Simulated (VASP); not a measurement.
Sn2As2Se: relaxation of cell and atoms with PBE

The system is Sn2As2Se.

```
Sn As Se
1.0
     5.17005    0.00000    0.00000
    -2.58503    4.47740    0.00000
     0.00000    0.00000    5.83728
Sn As Se
2 2 1
Cartesian
  0.0000 2.9849 2.9186
  2.5850 1.4925 2.9186
  0.0000 2.9849 0.0000
  2.5850 1.4925 0.0000
  0.0000 0.0000 2.9186
```

| Item | Value |
| --- | --- |
| Program | VASP 6.6.1 |
| Task | relaxation of cell and atoms |
| Functional | PBE |
| Potentials or basis | VASP PAW PBE potentials, release 64 (Sn_d, As, Se) |
| Cutoff | 600 eV |
| k mesh | 12 × 12 × 6 |
| Occupations | gaussian, width 0.1 eV |
| Spin | no spin polarisation |
| Dipole correction | no |
| Further INCAR settings | ALGO = Normal; EDIFF = 1e-07; IBRION = 2; EDIFFG = -0.01; NSW = 100; ISIF = 3 |

The relaxed volume is 27.00 Å³/atom. The relaxed cell is a = 5.170 Å, b = 5.170 Å, c = 5.831 Å, α = 90.00°, β = 90.00°, γ = 120.00°. The space group after relaxing (to 0.05 Å) is P6/mmm (No. 191). The energy gained by relaxing is 0.0 meV/atom, the ionic steps are 2 and the pressure after relaxing is 0.0 GPa. The band gap on the k mesh is zero (band 22 reaches 5.76 eV, above the bottom of band 23 at 4.04 eV).

Final structure:
```cif
data_structure
_symmetry_space_group_name_H-M 'P 1'
_symmetry_Int_Tables_number 1
_cell_length_a 5.1705
_cell_length_b 5.1705
_cell_length_c 5.8309
_cell_angle_alpha 90.000
_cell_angle_beta 90.000
_cell_angle_gamma 120.000
_cell_volume 135.00
loop_
_atom_site_label
_atom_site_type_symbol
_atom_site_fract_x
_atom_site_fract_y
_atom_site_fract_z
_atom_site_occupancy
Sn1 Sn 0.33333 0.66667 0.50000 1
Sn2 Sn 0.66667 0.33333 0.50000 1
As1 As 0.33333 0.66667 0.00000 1
As2 As 0.66667 0.33333 0.00000 1
Se1 Se 0.00000 0.00000 0.50000 1
```

Levels at points of the mesh, in eV from the Fermi level:
```tsv
k point	band 20	band 21	band 22	band 23	band 24	band 25
(0.00, 0.00, 0.00)	-2.86	-1.51	-0.78	-0.78	-0.76	1.17
(0.50, 0.00, 0.00)	-1.89	-1.39	-0.05	1.49	2.13	2.23
(0.00, 0.00, 0.50)	-2.35	-1.93	-1.93	-0.71	0.82	0.82
(0.50, 0.00, 0.50)	-0.57	0.46	0.72	1.20	1.52	1.86
```

Wall time 12 min on 1 thread of Intel(R) Xeon(R) Platinum 8259CL CPU @ 2.50GHz (Skylake/Cascade Lake), on a shared host, peak memory 0.52 GiB.

Caveat: spin-orbit coupling is left out, which moves the levels of the heavy elements.
